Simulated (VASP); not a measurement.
# Na (Im-3m) in VASP: a series of runs

Na is run at these levels: PBE; tasks: single point.

All numbers are computed with VASP 6.6.1; they aren't measurements. Logs are shortened: lines on timing, memory, paths and dates and some standing lists are left out, and cuts for length are marked.

## (1) The cell of the first run

Symmetry: Im-3m, No. 229, cubic system. Conventional cell: a = 4.252 Å, b = 4.252 Å, c = 4.252 Å, α = 90.00°, β = 90.00°, γ = 90.00°. Na (site symmetry m-3m) has 14 Na at 3.68 to 4.25 Å within 4.8 Å.

## (2) Single point, PBE (38.45 Å³/atom)

INCAR reads:

```
PREC = Accurate ; ENCUT = 520
EDIFF = 1E-6 ; ISMEAR = -1
SIGMA = 0.1 ; LREAL = F
LASPH = T ; NELM = 80
ALGO = Normal ; ISIF = 2
LWAVE = F ; LCHARG = F
GGA = PE ; NBANDS = 10
```

KPOINTS reads:

```
Automatic mesh
0
Gamma
  17 17 17
```

POSCAR reads:

```
Na
1.0
   -2.1261720106      2.1261720106      2.1261720106
    2.1261720106     -2.1261720106      2.1261720106
    2.1261720106      2.1261720106     -2.1261720106
Na
1
Direct
    0.0000000000      0.0000000000      0.0000000000
```

Potentials or basis: VASP PAW PBE potentials, release 64 (Na_pv).

The run is started by

```bash
$ cat potpaw_PBE.64/Na_pv/POTCAR > POTCAR
$ mpirun -np 1 vasp_std > vasp.out
```

OUTCAR:

```text
PREC = Accurate
   ENCUT = 520
   EDIFF = 1E-6
   ISMEAR = -1
   LREAL = F
   LASPH = T
   NELM = 80
   ISIF = 2
   GGA = PE

 ion  position               nearest neighbor table
   1  0.000  0.000  0.000-

  LATTYP: Found a body centered cubic cell.
 ALAT       =     4.2523440212

  Lattice vectors:

 A1 = (  -2.1261720106,   2.1261720106,   2.1261720106)
 A2 = (   2.1261720106,  -2.1261720106,   2.1261720106)
 A3 = (   2.1261720106,   2.1261720106,  -2.1261720106)

Analysis of symmetry for initial positions (statically):
=====================================================================
 Subroutine PRICEL returns:
 Original cell was already a primitive cell.

 Routine SETGRP: Setting up the symmetry group for a
 body centered cubic supercell.

 Subroutine GETGRP returns: Found 48 space group operations
 (whereof 48 operations were pure point group operations)
 out of a pool of 48 trial point group operations.

The static configuration has the point symmetry O_h .

Analysis of symmetry for dynamics (positions and initial velocities):
=====================================================================
 Subroutine PRICEL returns:
 Original cell was already a primitive cell.

 Routine SETGRP: Setting up the symmetry group for a
 body centered cubic supercell.

 Subroutine GETGRP returns: Found 48 space group operations
 (whereof 48 operations were pure point group operations)
 out of a pool of 48 trial point group operations.

The dynamic configuration has the point symmetry O_h .

 Subroutine INISYM returns: Found 48 space group operations
 (whereof 48 operations are pure point group operations),
 and found     1 'primitive' translations

----------------------------------------------------------------------------------------

                                     Primitive cell

  volume of cell :      38.4464

  direct lattice vectors                    reciprocal lattice vectors
    -2.126172011  2.126172011  2.126172011     0.000000000  0.235164416  0.235164416
     2.126172011 -2.126172011  2.126172011     0.235164416  0.000000000  0.235164416
     2.126172011  2.126172011 -2.126172011     0.235164416  0.235164416  0.000000000

  length of vectors
     3.682637948  3.682637948  3.682637948     0.332572707  0.332572707  0.332572707

  position of ions in fractional coordinates (direct lattice)
     0.000000000  0.000000000  0.000000000

  ion indices of the primitive-cell ions
   primitive index   ion index
                 1           1

----------------------------------------------------------------------------------------

 KPOINTS: Automatic mesh

Automatic generation of k-mesh.
 Grid dimensions read from file:
 generate k-points for:   17   17   17

 Generating k-lattice:

  Cartesian coordinates                     Fractional coordinates (reciprocal lattice)
     0.000000000  0.013833201  0.013833201     0.058823529  0.000000000  0.000000000
     0.013833201  0.000000000  0.013833201     0.000000000  0.058823529  0.000000000
     0.013833201  0.013833201  0.000000000     0.000000000  0.000000000  0.058823529

  Length of vectors
     0.019563100  0.019563100  0.019563100

  Shift w.r.t. Gamma in fractional coordinates (k-lattice)
     0.000000000  0.000000000  0.000000000

 Subroutine IBZKPT returns following result:
 ===========================================

 Found    165 irreducible k-points:

 Following reciprocal coordinates:
            Coordinates               Weight
  0.000000  0.000000  0.000000      1.000000
  0.058824  0.000000  0.000000     12.000000
  0.117647  0.000000  0.000000     12.000000
  0.176471  0.000000  0.000000     12.000000
  0.235294  0.000000  0.000000     12.000000
  0.294118  0.000000  0.000000     12.000000
[... 16 lines left out ...]
  0.411765  0.117647  0.000000     48.000000
  0.176471  0.176471  0.000000     24.000000
 [... further k-points ...]
   k-points           NKPTS =    165   k-points in BZ     NKDIM =    165   number of bands    NBANDS=     10
   number of dos      NEDOS =    301   number of ions     NIONS =      1
   total plane-waves  NPLWV =  21952
   dimension x,y,z NGX =    28 NGY =   28 NGZ =   28
   dimension x,y,z NGXF=    56 NGYF=   56 NGZF=   56
   ions per type =               1
   NGX,Y,Z   is equivalent  to a cutoff of  12.64, 12.64, 12.64 a.u.
   NGXF,Y,Z  is equivalent  to a cutoff of  25.28, 25.28, 25.28 a.u.
 SYSTEM =  unknown system
   PREC   = accura    normal or accurate (medium, high low for compatibility)
   ISTART =      0    job   : 0-new  1-cont  2-samecut
   ICHARG =      2    charge: 1-file 2-atom 10-const
   ISPIN  =      1    spin polarized calculation?
   LNONCOLLINEAR =      F non collinear calculations
   LSORBIT =      F    spin-orbit coupling
   LASPH  =      T    aspherical Exc in radial PAW
   ENCUT  =  520.0 eV  38.22 Ry    6.18 a.u.   6.85  6.85  6.85*2*pi/ulx,y,z
   NELM   =     80;   NELMIN=  2; NELMDL= -5     # of ELM steps
   EDIFF  = 0.1E-05   stopping-criterion for ELM
   LREAL  =      F    real-space projection
   EDIFFG = 0.1E-04   stopping-criterion for IOM
   NSW    =      0    number of steps for IOM
   IBRION =     -1    ionic relax: 0-MD 1-quasi-New 2-CG
   NFREE  =      0    steps in history (QN), initial steepest desc. (CG)
   ISIF   =      2    stress and relaxation
   ISYM   =      2    0-nonsym 1-usesym 2-fastsym
   POTIM  = 0.5000    time-step for ionic-motion
   TEBEG  =    0.0;   TEEND  =   0.0 temperature during run
   PSTRESS=    0.0 pullay stress
   NELECT =       7.0000    total number of electrons
   NUPDOWN=      -1.0000    fix difference up-down
   EMIN   =  10.00;   EMAX   =-10.00  energy-range for DOS
   EFERMI =   0.00;   METHOD = LEGACY
   ISMEAR =    -1;   SIGMA  =   0.10  broadening in eV -4-tet -1-fermi 0-gaus
   EFERMI_NEDOS =   21; number of points for ismear=-14 and -15
   IALGO  =     38    algorithm
   IMIX   =      4    mixing-type and parameters
     AMIX     =   0.40;   BMIX     =  1.00
     AMIX_MAG =   1.60;   BMIX_MAG =  1.00
  volume/ion in A,a.u.               =      38.45       259.45
  Fermi-wavevector in a.u.,A,eV,Ry     =   0.927874  1.753428 11.713944  0.860951
  Thomas-Fermi vector in A             =   2.053991
   LORBIT       =      0    0 simple, 1 ext, 2 COOP (PROOUT), +10 PAW based schemes
   GGA     = PE    functional components
   LHFCALC =     F    Hartree Fock is set to
   AEXX    =    0.0000 exact exchange contribution
   IVDW    =     0    specifies the selected vdW correction
   LEPSILON=     F    determine dielectric tensor
   LRPA    =     F    only Hartree local field effects (RPA)
 non-spin polarized calculation
  energy-cutoff  :      520.00
  volume of cell :       38.45
 maximum number of plane-waves:      1055
   NGX = 13   NGY = 13   NGZ = 13

 number of electron       7.0000013 magnetization

 Free energy of the ion-electron system (eV)
  ---------------------------------------------------
  ext. energy  EPLUGINS =         0.00000000
  ---------------------------------------------------
  free energy    TOTEN  =        -1.31750919 eV

  energy without entropy =       -1.30127825  energy(sigma->0) =       -1.30939372

 E-fermi :   0.2312     XC(G=0):  -6.4083

 val. band max:        0.2009844346   @ k =  -0.3529   0.4118   0.1765
 cond. band min:       0.3075038475   @ k =   0.4118   0.0588   0.0000
 fundamental gap:      0.1065194129
 Fermi energy:         0.2312236928

 k-point     1 :       0.0000    0.0000    0.0000
  band No.  band energies     occupation
      1     -24.7045      2.00000
      2     -24.7045      2.00000
      3     -24.7045      2.00000
      4      -2.9760      2.00000
      5      11.7240      0.00000
      6      11.7240      0.00000
      7      11.7240      0.00000
      8      12.7045      0.00000
      9      12.7045      0.00000
     10      13.2456      0.00000

 k-point     2 :       0.0588    0.0000    0.0000
  band No.  band energies     occupation
      1     -24.7055      2.00000
      2     -24.7048      2.00000
      3     -24.7045      2.00000
      4      -2.9165      2.00000
      5      10.8605      0.00000
      6      11.3038      0.00000
      7      11.4584      0.00000
      8      12.1329      0.00000
      9      12.2389      0.00000
     10      13.4468      0.00000

 k-point     3 :       0.1176    0.0000    0.0000
  band No.  band energies     occupation
      1     -24.7086      2.00000
      2     -24.7058      2.00000
      3     -24.7044      2.00000
      4      -2.7385      2.00000
      5       9.3599      0.00000
      6      10.6170      0.00000
      7      10.9586      0.00000
      8      11.4338      0.00000
      9      11.9994      0.00000
     10      13.5280      0.00000

 k-point     4 :       0.1765    0.0000    0.0000
  band No.  band energies     occupation
      1     -24.7132      2.00000
      2     -24.7074      2.00000
      3     -24.7044      2.00000
      4      -2.4430      2.00000
      5       7.8697      0.00000
      6       9.9721      0.00000
      7      10.4621      0.00000
      8      10.8222      0.00000
      9      11.6749      0.00000
     10      13.7208      0.00000
[... 222 lines left out ...]
 k-point    22 :       0.3529    0.1176    0.0000
  band No.  band energies     occupation
      1     -24.7324      2.00000
      2     -24.7153      2.00000
      3     -24.7059      2.00000
      4       0.0308      1.76243
      5       2.9022      0.00000
      6       6.6014      0.00000
      7       8.6635      0.00000
      8      10.3886      0.00000
      9      12.3362      0.00000
     10      14.2084      0.00000

 k-point    23 :       0.4118    0.1176    0.0000
  band No.  band energies     occupation
      1     -24.7340      2.00000
      2     -24.7162      2.00000
      3     -24.7059      2.00000
      4       0.8447      0.00432
      5       1.8897      0.00000
      6       6.4916      0.00000
      7       8.5606      0.00000
      8      10.2875      0.00000
      9      12.2606      0.00000
     10      14.7680      0.00000

 k-point    24 :       0.1765    0.1765    0.0000
  band No.  band energies     occupation
      1     -24.7242      2.00000
      2     -24.7111      2.00000
      3     -24.7064      2.00000
      4      -1.3928      2.00000
      5       5.8285      0.00000
      6       6.5018      0.00000
      7       9.1188      0.00000
      8      11.3728      0.00000
      9      12.2375      0.00000
     10      14.5410      0.00000

 [... further k-points ...]

------------------------ aborting loop because EDIFF is reached ----------------------------------------

  FORCE on cell =-STRESS in cart. coord.  units (eV):
  Direction    XX          YY          ZZ          XY          YZ          ZX
  --------------------------------------------------------------------------------------
  -------------------------------------------------------------------------------------
  Total       -0.0704208     -0.0704208     -0.0704208      0.0000000     -0.0000000      0.0000000
  in kB       -2.9346518     -2.9346518     -2.9346518      0.0000000     -0.0000000      0.0000000
  external PRESSURE =      -2.9346518 kB  Pullay stress =       0.0000000 kB

 VOLUME and BASIS-vectors are now :
 -----------------------------------------------------------------------------
  energy-cutoff  :      520.00
  volume of cell :       38.45
      direct lattice vectors                 reciprocal lattice vectors
    -2.126172011  2.126172011  2.126172011     0.000000000  0.235164416  0.235164416
     2.126172011 -2.126172011  2.126172011     0.235164416  0.000000000  0.235164416
     2.126172011  2.126172011 -2.126172011     0.235164416  0.235164416  0.000000000

 POSITION                                       TOTAL-FORCE (eV/Angst)
 -----------------------------------------------------------------------------------
      0.00000      0.00000      0.00000        -0.000000     -0.000000     -0.000000
 -----------------------------------------------------------------------------------
    total drift:                               -0.000000     -0.000000     -0.000000

  FREE ENERGIE OF THE ION-ELECTRON SYSTEM (eV)
  ---------------------------------------------------
  free  energy   TOTEN  =        -1.3175091886 eV

  energy  without entropy=       -1.3012782452  energy(sigma->0) =       -1.30939372
```

It took 57 s on 1 thread of Intel Xeon 8259CL, shared host; peak memory 0.18 GiB.

What came out:

```
Free energy            : -1.3175 eV
Pressure               : -0.3 GPa
Band gap on the k mesh : zero (an odd number of electrons rules out a gap without spin polarisation)
```

[end of part 1 of 2]
